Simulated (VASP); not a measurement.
# BN in VASP: notebook

The runs below take BN through single point, with PBE+D3(BJ).

Everything below comes from runs of VASP 6.6.1. Logs are shortened: lines on timing, memory, paths and dates and some standing lists are left out, and cuts for length are marked.

## Step 1: The cell of the first run

The structure is hexagonal, space group P-6m2 (No. 187). Conventional cell: a = 2.506 Å, b = 2.506 Å, c = 6.592 Å, α = 90.00°, β = 90.00°, γ = 120.00°. Within 1.9 Å of B (site symmetry -6m2) lie 3 N at 1.45 Å. Within 1.9 Å of B (site symmetry -6m2) lie 3 N at 1.45 Å. Within 1.9 Å of N (site symmetry -6m2) lie 3 B at 1.45 Å. Within 1.9 Å of N (site symmetry -6m2) lie 3 B at 1.45 Å.

## Step 2: Single point, PBE+D3(BJ)

INCAR reads:

```
ALGO     = Normal         # electronic algorithm
EDIFF    = 1E-6           # SCF threshold, eV
ENCUT    = 520            # plane-wave cutoff, eV
GGA      = PE             # functional
ISIF     = 2              # what is computed and relaxed
ISMEAR   = 1              # smearing method
IVDW     = 12             # dispersion correction
LASPH    = T              # aspherical terms in the spheres
LCHARG   = T              # write CHGCAR
LELF     = T              # ELF
LREAL    = F              # projectors in reciprocal space
LVHAR    = T            
LWAVE    = F              # write WAVECAR
NBANDS   = 16             # bands
NELM     = 100            # most SCF steps
PREC     = Accurate       # precision mode
SIGMA    = 0.05           # smearing width, eV
```

KPOINTS reads:

```
k-points
0
Gamma
  12 12 4
```

POSCAR reads:

```
BN
1.0
    2.5061127838      0.0000000000      0.0000000000
   -1.2530563919      2.1703573356      0.0000000000
    0.0000000000      0.0000000000      6.5923998870
B N
2 2
Direct
    0.0000000000      0.0000000000      0.5000000000
    0.3333333333      0.6666666667      0.0000000000
    0.0000000000      0.0000000000      0.0000000000
    0.6666666667      0.3333333333      0.5000000000
```

Potentials or basis: VASP PAW PBE potentials, release 64 (B, N).

Started as:

```
$ cat potpaw_PBE.64/B/POTCAR potpaw_PBE.64/N/POTCAR > POTCAR
$ mpirun -np 1 vasp_std > vasp.out
```

OUTCAR:

```text
EDIFF = 1E-6
   ENCUT = 520
   GGA = PE
   ISIF = 2
   ISMEAR = 1
   IVDW = 12
   LASPH = T
   LREAL = F
   NELM = 100
   PREC = Accurate
 IVDW          = 12

 ion  position               nearest neighbor table
   1  0.000  0.000  0.500-   4 1.45   4 1.45   4 1.45
   2  0.333  0.667  0.000-   3 1.45   3 1.45   3 1.45
   3  0.000  0.000  0.000-   2 1.45   2 1.45   2 1.45
   4  0.667  0.333  0.500-   1 1.45   1 1.45   1 1.45

  LATTYP: Found a hexagonal cell.
 ALAT       =     2.5061127838
 C/A-ratio  =     2.6305280152

  Lattice vectors:

 A1 = (   2.5061127838,   0.0000000000,   0.0000000000)
 A2 = (  -1.2530563919,   2.1703573356,   0.0000000000)
 A3 = (   0.0000000000,   0.0000000000,   6.5923998870)

Analysis of symmetry for initial positions (statically):
=====================================================================
 Subroutine PRICEL returns:
 Original cell was already a primitive cell.

 Routine SETGRP: Setting up the symmetry group for a
 hexagonal supercell.

 Subroutine GETGRP returns: Found 12 space group operations
 (whereof 12 operations were pure point group operations)
 out of a pool of 24 trial point group operations.

The static configuration has the point symmetry D_3h.

Analysis of symmetry for dynamics (positions and initial velocities):
=====================================================================
 Subroutine PRICEL returns:
 Original cell was already a primitive cell.

 Routine SETGRP: Setting up the symmetry group for a
 hexagonal supercell.

 Subroutine GETGRP returns: Found 12 space group operations
 (whereof 12 operations were pure point group operations)
 out of a pool of 24 trial point group operations.

The dynamic configuration has the point symmetry D_3h.

 Subroutine INISYM returns: Found 12 space group operations
 (whereof 12 operations are pure point group operations),
 and found     1 'primitive' translations

----------------------------------------------------------------------------------------

                                     Primitive cell

  volume of cell :      35.8571

  direct lattice vectors                    reciprocal lattice vectors
     2.506112784  0.000000000  0.000000000     0.399024340  0.230376810  0.000000000
    -1.253056392  2.170357336  0.000000000     0.000000000  0.460753620  0.000000000
     0.000000000  0.000000000  6.592399887     0.000000000  0.000000000  0.151689827

  length of vectors
     2.506112784  2.506112784  6.592399887     0.460753620  0.460753620  0.151689827

  position of ions in fractional coordinates (direct lattice)
     0.000000000  0.000000000  0.500000000
     0.333333333  0.666666667  0.000000000
     0.000000000  0.000000000  0.000000000
     0.666666667  0.333333333  0.500000000

  ion indices of the primitive-cell ions
   primitive index   ion index
                 1           1
                 2           2
                 3           3
                 4           4

----------------------------------------------------------------------------------------

 KPOINTS: k-points

Automatic generation of k-mesh.
 Grid dimensions read from file:
 generate k-points for:   12   12    4

 Generating k-lattice:

  Cartesian coordinates                     Fractional coordinates (reciprocal lattice)
     0.033252028  0.019198068  0.000000000     0.083333333  0.000000000  0.000000000
     0.000000000  0.038396135  0.000000000     0.000000000  0.083333333  0.000000000
     0.000000000  0.000000000  0.037922457     0.000000000  0.000000000  0.250000000

  Length of vectors
     0.038396135  0.038396135  0.037922457

  Shift w.r.t. Gamma in fractional coordinates (k-lattice)
     0.000000000  0.000000000  0.000000000

 Subroutine IBZKPT returns following result:
 ===========================================

 Found     57 irreducible k-points:

 Following reciprocal coordinates:
            Coordinates               Weight
  0.000000  0.000000  0.000000      1.000000
  0.083333 -0.000000  0.000000      6.000000
  0.166667 -0.000000  0.000000      6.000000
  0.250000  0.000000  0.000000      6.000000
  0.333333 -0.000000  0.000000      6.000000
  0.416667  0.000000  0.000000      6.000000
[... 16 lines left out ...]
  0.250000  0.000000  0.250000     12.000000
  0.333333 -0.000000  0.250000     12.000000
 [... further k-points ...]
   k-points           NKPTS =     57   k-points in BZ     NKDIM =     57   number of bands    NBANDS=     16
   number of dos      NEDOS =    301   number of ions     NIONS =      4
   total plane-waves  NPLWV =  20000
   dimension x,y,z NGX =    20 NGY =   20 NGZ =   50
   dimension x,y,z NGXF=    40 NGYF=   40 NGZF=  100
   ions per type =               2   2
   NGX,Y,Z   is equivalent  to a cutoff of  13.27, 13.27, 12.61 a.u.
   NGXF,Y,Z  is equivalent  to a cutoff of  26.53, 26.53, 25.22 a.u.
 SYSTEM =  unknown system
   PREC   = accura    normal or accurate (medium, high low for compatibility)
   ISTART =      0    job   : 0-new  1-cont  2-samecut
   ICHARG =      2    charge: 1-file 2-atom 10-const
   ISPIN  =      1    spin polarized calculation?
   LNONCOLLINEAR =      F non collinear calculations
   LSORBIT =      F    spin-orbit coupling
   LASPH  =      T    aspherical Exc in radial PAW
   ENCUT  =  520.0 eV  38.22 Ry    6.18 a.u.   4.66  4.66 12.26*2*pi/ulx,y,z
   NELM   =    100;   NELMIN=  2; NELMDL= -5     # of ELM steps
   EDIFF  = 0.1E-05   stopping-criterion for ELM
   LREAL  =      F    real-space projection
   EDIFFG = 0.1E-04   stopping-criterion for IOM
   NSW    =      0    number of steps for IOM
   IBRION =     -1    ionic relax: 0-MD 1-quasi-New 2-CG
   NFREE  =      0    steps in history (QN), initial steepest desc. (CG)
   ISIF   =      2    stress and relaxation
   ISYM   =      2    0-nonsym 1-usesym 2-fastsym
   POTIM  = 0.5000    time-step for ionic-motion
   TEBEG  =    0.0;   TEEND  =   0.0 temperature during run
   PSTRESS=    0.0 pullay stress
   NELECT =      16.0000    total number of electrons
   NUPDOWN=      -1.0000    fix difference up-down
   EMIN   =  10.00;   EMAX   =-10.00  energy-range for DOS
   EFERMI =   0.00;   METHOD = LEGACY
   ISMEAR =     1;   SIGMA  =   0.05  broadening in eV -4-tet -1-fermi 0-gaus
   EFERMI_NEDOS =   21; number of points for ismear=-14 and -15
   IALGO  =     38    algorithm
   IMIX   =      4    mixing-type and parameters
     AMIX     =   0.40;   BMIX     =  1.00
     AMIX_MAG =   1.60;   BMIX_MAG =  1.00
  volume/ion in A,a.u.               =       8.96        60.49
  Fermi-wavevector in a.u.,A,eV,Ry     =   1.250997  2.364042 21.293038  1.564994
  Thomas-Fermi vector in A             =   2.384965
   LORBIT       =      0    0 simple, 1 ext, 2 COOP (PROOUT), +10 PAW based schemes
   GGA     = PE    functional components
   LHFCALC =     F    Hartree Fock is set to
   AEXX    =    0.0000 exact exchange contribution
   IVDW    =    12    specifies the selected vdW correction
   LEPSILON=     F    determine dielectric tensor
   LRPA    =     F    only Hartree local field effects (RPA)
 non-spin polarized calculation
 Methfessel and Paxton  Order N= 1 SIGMA  =   0.05
  energy-cutoff  :      520.00
  volume of cell :       35.86
 maximum number of plane-waves:       985
 NGX is ok and might be reduce to    20
   NGX =  9   NGY =  9   NGZ = 25

 number of electron      15.9999998 magnetization

 Free energy of the ion-electron system (eV)
  ---------------------------------------------------
  ext. energy  EPLUGINS =         0.00000000
  ---------------------------------------------------
  free energy    TOTEN  =       -35.15011724 eV

  energy without entropy =      -35.15016238  energy(sigma->0) =      -35.15013228

 E-fermi :   2.4085     XC(G=0): -10.1225

 val. band max:        2.3761085666   @ k =   0.3333   0.3333   0.5000
 cond. band min:       6.7268555478   @ k =   0.5000   0.0000   0.0000
 fundamental gap:      4.3507469811
 Fermi energy:         2.4085019950

 k-point     1 :       0.0000    0.0000    0.0000
  band No.  band energies     occupation
      1     -15.4840      2.00000
      2     -15.1575      2.00000
      3      -3.9100      2.00000
      4      -1.7236      2.00000
      5       0.9427      2.00000
      6       0.9427      2.00000
[... 8 lines left out ...]
     15      14.5998      0.00000
     16      15.4340      0.00000

 k-point     2 :       0.0833   -0.0000    0.0000
  band No.  band energies     occupation
      1     -15.3482      2.00000
      2     -15.0263      2.00000
      3      -3.7229      2.00000
      4      -1.5579      2.00000
      5       0.3829      2.00000
      6       0.4970      2.00000
[... 8 lines left out ...]
     15      14.9466      0.00000
     16      15.0864      0.00000

 k-point     3 :       0.1667   -0.0000    0.0000
  band No.  band energies     occupation
      1     -14.9483      2.00000
      2     -14.6403      2.00000
      3      -3.1679      2.00000
      4      -1.0715      2.00000
      5      -1.0320      2.00000
      6      -0.9094      2.00000
[... 8 lines left out ...]
     15      16.1683      0.00000
     16      16.2380      0.00000

 k-point     4 :       0.2500    0.0000    0.0000
  band No.  band energies     occupation
      1     -14.3109      2.00000
      2     -14.0272      2.00000
      3      -2.8262      2.00000
      4      -2.6858      2.00000
      5      -2.2684      2.00000
      6      -0.6760      2.00000
[... 8 lines left out ...]
     15      17.7540      0.00000
     16      18.3010      0.00000
[... 324 lines left out ...]
 k-point    22 :       0.1667   -0.0000    0.2500
  band No.  band energies     occupation
      1     -14.9117      2.00000
      2     -14.6815      2.00000
      3      -2.9156      2.00000
      4      -1.4723      2.00000
      5      -1.0128      2.00000
      6      -0.8934      2.00000
[... 8 lines left out ...]
     15      16.0440      0.00000
     16      16.1601      0.00000

 k-point    23 :       0.2500    0.0000    0.2500
  band No.  band energies     occupation
      1     -14.2781      2.00000
      2     -14.0638      2.00000
      3      -2.8280      2.00000
      4      -2.7091      2.00000
      5      -2.0048      2.00000
      6      -0.6726      2.00000
[... 8 lines left out ...]
     15      18.3080      0.00000
     16      18.4284      0.00000

 k-point    24 :       0.3333   -0.0000    0.2500
  band No.  band energies     occupation
      1     -13.4766      2.00000
      2     -13.2868      2.00000
      3      -4.6046      2.00000
      4      -4.4700      2.00000
      5      -1.2982      2.00000
      6      -1.1800      2.00000
[... 8 lines left out ...]
     15      19.0216      0.00000
     16      20.7051      0.00000

 [... further k-points ...]

------------------------ aborting loop because EDIFF is reached ----------------------------------------

 Edisp (eV)   -0.56889

 E8    (eV) :    -0.1668

  FORCE on cell =-STRESS in cart. coord.  units (eV):
  Direction    XX          YY          ZZ          XY          YZ          ZX
  --------------------------------------------------------------------------------------
  -------------------------------------------------------------------------------------
  Total       0.03859     0.03859    -0.03021     0.00000     0.00000     0.00000
  in kB       1.72426     1.72426    -1.35002     0.00000     0.00000     0.00000
  external pressure =        0.70 kB  Pullay stress =        0.00 kB

 VOLUME and BASIS-vectors are now :
 -----------------------------------------------------------------------------
  energy-cutoff  :      520.00
  volume of cell :       35.86
      direct lattice vectors                 reciprocal lattice vectors
     2.506112784  0.000000000  0.000000000     0.399024340  0.230376810  0.000000000
    -1.253056392  2.170357336  0.000000000     0.000000000  0.460753620  0.000000000
     0.000000000  0.000000000  6.592399887     0.000000000  0.000000000  0.151689827

 POSITION                                       TOTAL-FORCE (eV/Angst)
 -----------------------------------------------------------------------------------
      0.00000      0.00000      3.29620        -0.000000      0.000000      0.000000
     -0.00000      1.44690      0.00000         0.000000     -0.000000      0.000000
      0.00000      0.00000      0.00000        -0.000000     -0.000000      0.000000
      1.25306      0.72345      3.29620        -0.000000     -0.000000      0.000000
 -----------------------------------------------------------------------------------
    total drift:                               -0.000001      0.000000      0.000000

  FREE ENERGIE OF THE ION-ELECTRON SYSTEM (eV)
  ---------------------------------------------------
  free  energy   TOTEN  =       -35.7190050304 eV

  energy  without entropy=      -35.7190501676  energy(sigma->0) =      -35.71902008
```

Wall time 36 s (1 thread of Intel Xeon 8259CL, shared host); peak memory 0.18 GiB.

What came out:

```
Free energy                : -35.7190 eV
Pressure                   : 0.1 GPa
Band gap on the k mesh     : 4.35 eV (least direct gap 4.46 eV)
Dispersion energy per atom : -0.142 eV
```

Stress tensor (GPa, compression positive):
```
 0.17  0.00  0.00
 0.00  0.17  0.00
 0.00  0.00 -0.14
```

A k mesh can miss the band edges. As with any semilocal functional, this PBE gap is likely too small.

(Continued in part 2 of 2.)
